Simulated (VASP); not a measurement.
# Be (P6_3/mmc) in VASP: notebook

The runs below take Be through single point, with LDA.

Program: VASP 6.6.1. These are calculated values, not measurements. Logs are shortened: lines on timing, memory, paths and dates and some standing lists are left out, and cuts for length are marked.

## (1) The cell of the first run

Symmetry: P6_3/mmc, No. 194, hexagonal system. The conventional cell has a = 2.230 Å, b = 2.230 Å, c = 3.508 Å, α = 90.00°, β = 90.00°, γ = 120.00°. Within 2.9 Å of Be (site symmetry -6m2) lie 12 Be at 2.18 to 2.23 Å.

## (2) Single point, LDA

INCAR reads:

```
SYSTEM = Be
PREC     = Accurate       ! precision mode
ENCUT    = 520            ! plane-wave cutoff, eV
EDIFF    = 1E-6           ! SCF threshold, eV
ISMEAR   = 1              ! smearing method
SIGMA    = 0.3            ! smearing width, eV
LREAL    = .False.        ! projectors in reciprocal space
LASPH    = .True.         ! aspherical terms in the spheres
NELM     = 100            ! most SCF steps
ALGO     = Normal         ! electronic algorithm
ISIF     = 2              ! what is computed and relaxed
LWAVE    = .False.        ! write WAVECAR
LCHARG   = .False.        ! write CHGCAR
NBANDS   = 9              ! bands
```

KPOINTS reads:

```
Automatic mesh
0
Gamma
  16 16 9
  0 0 0
```

POSCAR reads:

```
Be
1.0
    2.2295160349      0.0000000000      0.0000000000
   -1.1147580175      1.9308175243      0.0000000000
    0.0000000000      0.0000000000      3.5083258361
Be
2
Direct
    0.3333333333      0.6666666667      0.2500000000
    0.6666666667      0.3333333333      0.7500000000
```

Potentials or basis: VASP PAW LDA potentials, release 64 (Be).

The run is started by

```
$ cat potpaw_LDA.64/Be/POTCAR > POTCAR
$ mpirun -np 1 vasp_std > vasp.out
```

OUTCAR:

```text
SYSTEM = Be
   PREC = Accurate
   ENCUT = 520
   EDIFF = 1E-6
   ISMEAR = 1
   LREAL = .False.
   LASPH = .True.
   NELM = 100
   ISIF = 2

 ion  position               nearest neighbor table
   1  0.333  0.667  0.250-   2 2.18   2 2.18   2 2.18   2 2.18   2 2.18   2 2.18
   2  0.667  0.333  0.750-   1 2.18   1 2.18   1 2.18   1 2.18   1 2.18   1 2.18

  LATTYP: Found a hexagonal cell.
 ALAT       =     2.2295160349
 C/A-ratio  =     1.5735817914

  Lattice vectors:

 A1 = (   2.2295160349,   0.0000000000,   0.0000000000)
 A2 = (  -1.1147580175,   1.9308175243,   0.0000000000)
 A3 = (   0.0000000000,   0.0000000000,   3.5083258361)

Analysis of symmetry for initial positions (statically):
=====================================================================
 Subroutine PRICEL returns:
 Original cell was already a primitive cell.

 Routine SETGRP: Setting up the symmetry group for a
 hexagonal supercell.

 Subroutine GETGRP returns: Found 24 space group operations
 (whereof 12 operations were pure point group operations)
 out of a pool of 24 trial point group operations.

The static configuration has the point symmetry D_3d.
 The point group associated with its full space group is D_6h.

Analysis of symmetry for dynamics (positions and initial velocities):
=====================================================================
 Subroutine PRICEL returns:
 Original cell was already a primitive cell.

 Routine SETGRP: Setting up the symmetry group for a
 hexagonal supercell.

 Subroutine GETGRP returns: Found 24 space group operations
 (whereof 12 operations were pure point group operations)
 out of a pool of 24 trial point group operations.

The dynamic configuration has the point symmetry D_3d.
 The point group associated with its full space group is D_6h.

 Subroutine INISYM returns: Found 24 space group operations
 (whereof 12 operations are pure point group operations),
 and found     1 'primitive' translations

----------------------------------------------------------------------------------------

                                     Primitive cell

  volume of cell :      15.1026

  direct lattice vectors                    reciprocal lattice vectors
     2.229516035  0.000000000  0.000000000     0.448527835  0.258957666  0.000000000
    -1.114758018  1.930817524  0.000000000     0.000000000  0.517915332  0.000000000
     0.000000000  0.000000000  3.508325836     0.000000000  0.000000000  0.285036239

  length of vectors
     2.229516035  2.229516035  3.508325836     0.517915332  0.517915332  0.285036239

  position of ions in fractional coordinates (direct lattice)
     0.333333333  0.666666667  0.250000000
     0.666666667  0.333333333  0.750000000

  ion indices of the primitive-cell ions
   primitive index   ion index
                 1           1
                 2           2

----------------------------------------------------------------------------------------

 KPOINTS: Automatic mesh

Automatic generation of k-mesh.
 Grid dimensions read from file:
 generate k-points for:   16   16    9

 Generating k-lattice:

  Cartesian coordinates                     Fractional coordinates (reciprocal lattice)
     0.028032990  0.016184854  0.000000000     0.062500000  0.000000000  0.000000000
     0.000000000  0.032369708  0.000000000     0.000000000  0.062500000  0.000000000
     0.000000000  0.000000000  0.031670693     0.000000000  0.000000000  0.111111111

  Length of vectors
     0.032369708  0.032369708  0.031670693

  Shift w.r.t. Gamma in fractional coordinates (k-lattice)
     0.000000000  0.000000000  0.000000000

 Subroutine IBZKPT returns following result:
 ===========================================

 Found    150 irreducible k-points:

 Following reciprocal coordinates:
            Coordinates               Weight
  0.000000  0.000000  0.000000      1.000000
  0.062500  0.000000  0.000000      6.000000
  0.125000  0.000000  0.000000      6.000000
  0.187500  0.000000  0.000000      6.000000
  0.250000  0.000000  0.000000      6.000000
  0.312500  0.000000  0.000000      6.000000
[... 16 lines left out ...]
  0.187500  0.187500  0.000000      6.000000
  0.250000  0.187500  0.000000     12.000000
 [... further k-points ...]
   k-points           NKPTS =    150   k-points in BZ     NKDIM =    150   number of bands    NBANDS=      9
   number of dos      NEDOS =    301   number of ions     NIONS =      2
   total plane-waves  NPLWV =   9072
   dimension x,y,z NGX =    18 NGY =   18 NGZ =   28
   dimension x,y,z NGXF=    36 NGYF=   36 NGZF=   56
   ions per type =               2
   NGX,Y,Z   is equivalent  to a cutoff of  13.42, 13.42, 13.27 a.u.
   NGXF,Y,Z  is equivalent  to a cutoff of  26.84, 26.84, 26.54 a.u.
 SYSTEM =  Be
   PREC   = accura    normal or accurate (medium, high low for compatibility)
   ISTART =      0    job   : 0-new  1-cont  2-samecut
   ICHARG =      2    charge: 1-file 2-atom 10-const
   ISPIN  =      1    spin polarized calculation?
   LNONCOLLINEAR =      F non collinear calculations
   LSORBIT =      F    spin-orbit coupling
   LASPH  =      T    aspherical Exc in radial PAW
   ENCUT  =  520.0 eV  38.22 Ry    6.18 a.u.   4.15  4.15  6.52*2*pi/ulx,y,z
   NELM   =    100;   NELMIN=  2; NELMDL= -5     # of ELM steps
   EDIFF  = 0.1E-05   stopping-criterion for ELM
   LREAL  =      F    real-space projection
   EDIFFG = 0.1E-04   stopping-criterion for IOM
   NSW    =      0    number of steps for IOM
   IBRION =     -1    ionic relax: 0-MD 1-quasi-New 2-CG
   NFREE  =      0    steps in history (QN), initial steepest desc. (CG)
   ISIF   =      2    stress and relaxation
   ISYM   =      2    0-nonsym 1-usesym 2-fastsym
   POTIM  = 0.5000    time-step for ionic-motion
   TEBEG  =    0.0;   TEEND  =   0.0 temperature during run
   PSTRESS=    0.0 pullay stress
   NELECT =       4.0000    total number of electrons
   NUPDOWN=      -1.0000    fix difference up-down
   EMIN   =  10.00;   EMAX   =-10.00  energy-range for DOS
   EFERMI =   0.00;   METHOD = LEGACY
   ISMEAR =     1;   SIGMA  =   0.30  broadening in eV -4-tet -1-fermi 0-gaus
   EFERMI_NEDOS =   21; number of points for ismear=-14 and -15
   IALGO  =     38    algorithm
   IMIX   =      4    mixing-type and parameters
     AMIX     =   0.40;   BMIX     =  1.00
     AMIX_MAG =   1.60;   BMIX_MAG =  1.00
  volume/ion in A,a.u.               =       7.55        50.96
  Fermi-wavevector in a.u.,A,eV,Ry     =   1.051343  1.986749 15.038807  1.105321
  Thomas-Fermi vector in A             =   2.186382
   LORBIT       =      0    0 simple, 1 ext, 2 COOP (PROOUT), +10 PAW based schemes
   GGA     = CA    functional components
   LHFCALC =     F    Hartree Fock is set to
   AEXX    =    0.0000 exact exchange contribution
   IVDW    =     0    specifies the selected vdW correction
   LEPSILON=     F    determine dielectric tensor
   LRPA    =     F    only Hartree local field effects (RPA)
 non-spin polarized calculation
 Methfessel and Paxton  Order N= 1 SIGMA  =   0.30
  energy-cutoff  :      520.00
  volume of cell :       15.10
 maximum number of plane-waves:       424
 NGX is ok and might be reduce to    18
   NGX =  9   NGY =  9   NGZ = 13

 number of electron       4.0000000 magnetization

 Free energy of the ion-electron system (eV)
  ---------------------------------------------------
  ext. energy  EPLUGINS =         0.00000000
  ---------------------------------------------------
  free energy    TOTEN  =        -8.42388601 eV

  energy without entropy =       -8.42475438  energy(sigma->0) =       -8.42417547

 E-fermi :   7.0453     XC(G=0): -10.7733

 val. band max:        6.7792533024   @ k =   0.3125   0.1875   0.0000
 cond. band min:       7.0926335633   @ k =   0.3125   0.1250   0.0000
 fundamental gap:      0.3133802609
 Fermi energy:         7.0453172566

 k-point     1 :       0.0000    0.0000    0.0000
  band No.  band energies     occupation
      1      -4.3016      2.00000
      2       2.5475      2.00000
      3       8.5489     -0.00000
      4      23.4467      0.00000
      5      23.4467      0.00000
      6      26.3776      0.00000
      7      26.3776      0.00000
      8      28.4989      0.00000
      9      35.1401      0.00000

 k-point     2 :       0.0625    0.0000    0.0000
  band No.  band energies     occupation
      1      -4.1895      2.00000
      2       2.6990      2.00000
      3       8.5718     -0.00000
      4      22.5451      0.00000
      5      22.7576      0.00000
      6      26.3979      0.00000
      7      26.7213      0.00000
      8      28.2828      0.00000
      9      33.3162      0.00000

 k-point     3 :       0.1250    0.0000    0.0000
  band No.  band energies     occupation
      1      -3.8530      2.00000
      2       3.1527      2.00000
      3       8.6301     -0.00000
      4      20.4149      0.00000
      5      21.4442      0.00000
      6      26.3407      0.00000
      7      26.9563      0.00000
      8      27.5046      0.00000
      9      30.8063      0.00000

 k-point     4 :       0.1875    0.0000    0.0000
  band No.  band energies     occupation
      1      -3.2913      2.00000
      2       3.9068      2.00000
      3       8.6765     -0.00000
      4      17.9145      0.00000
      5      20.1084      0.00000
      6      25.8237      0.00000
      7      25.8803      0.00000
      8      26.6508      0.00000
      9      28.6050      0.00000
[... 205 lines left out ...]
 k-point    22 :       0.4375    0.1250    0.0000
  band No.  band energies     occupation
      1       2.4241      2.00000
      2       4.3522      2.00000
      3      11.2814     -0.00000
      4      12.6775     -0.00000
      5      14.1468      0.00000
      6      14.1886      0.00000
      7      20.3522      0.00000
      8      23.6949      0.00000
      9      25.8276      0.00000

 k-point    23 :       0.1875    0.1875    0.0000
  band No.  band energies     occupation
      1      -1.2562      2.00000
      2       6.5921      2.05434
      3       8.6374     -0.00000
      4      12.8249     -0.00000
      5      16.0484      0.00000
      6      21.4574      0.00000
      7      23.5347      0.00000
      8      24.1139      0.00000
      9      26.6184      0.00000

 k-point    24 :       0.2500    0.1875    0.0000
  band No.  band energies     occupation
      1      -0.1243      2.00000
      2       8.0532     -0.00002
      3       8.1609     -0.00000
      4      11.1268     -0.00000
      5      15.1643      0.00000
      6      19.3434      0.00000
      7      22.4787      0.00000
      8      23.5381      0.00000
      9      24.7700      0.00000

 [... further k-points ...]

------------------------ aborting loop because EDIFF is reached ----------------------------------------

  FORCE on cell =-STRESS in cart. coord.  units (eV):
  Direction    XX          YY          ZZ          XY          YZ          ZX
  --------------------------------------------------------------------------------------
  -------------------------------------------------------------------------------------
  Total        0.0436702      0.0436702      0.0332000     -0.0000000      0.0000000     -0.0000000
  in kB        4.6328073      4.6328073      3.5220648     -0.0000000      0.0000000     -0.0000000
  external PRESSURE =       4.2625598 kB  Pullay stress =       0.0000000 kB

 VOLUME and BASIS-vectors are now :
 -----------------------------------------------------------------------------
  energy-cutoff  :      520.00
  volume of cell :       15.10
      direct lattice vectors                 reciprocal lattice vectors
     2.229516035  0.000000000  0.000000000     0.448527835  0.258957666  0.000000000
    -1.114758018  1.930817524  0.000000000     0.000000000  0.517915332  0.000000000
     0.000000000  0.000000000  3.508325836     0.000000000  0.000000000  0.285036239

 POSITION                                       TOTAL-FORCE (eV/Angst)
 -----------------------------------------------------------------------------------
     -0.00000      1.28721      0.87708        -0.000000     -0.000000      0.000000
      1.11476      0.64361      2.63124         0.000000      0.000000      0.000000
 -----------------------------------------------------------------------------------
    total drift:                                0.000000     -0.000000      0.000000

  FREE ENERGIE OF THE ION-ELECTRON SYSTEM (eV)
  ---------------------------------------------------
  free  energy   TOTEN  =        -8.4238860139 eV

  energy  without entropy=       -8.4247543812  energy(sigma->0) =       -8.42417547
```

It took 12 s on 1 thread of Intel Xeon Platinum 8259CL at 2.50GHz (Skylake/Cascade Lake), shared host; peak memory 0.12 GiB.

Results:

- Free energy: -8.4239 eV
- Pressure: 0.4 GPa
- Band gap on the k mesh: zero (band 2 reaches 8.05 eV, above the bottom of band 3 at 6.47 eV)

Stress tensor (GPa, compression positive):
```
0.46 0.00 0.00
0.00 0.46 0.00
0.00 0.00 0.35
```

Levels at points of the mesh, in eV from the Fermi level:
```
           k point  band 1  band 2  band 3  band 4  band 5
(0.00, 0.00, 0.00)  -11.35   -4.50    1.50   16.40   16.40
(0.50, 0.00, 0.00)   -5.05   -3.02    3.79    6.78    7.18
```

(Continued in part 2 of 2.)
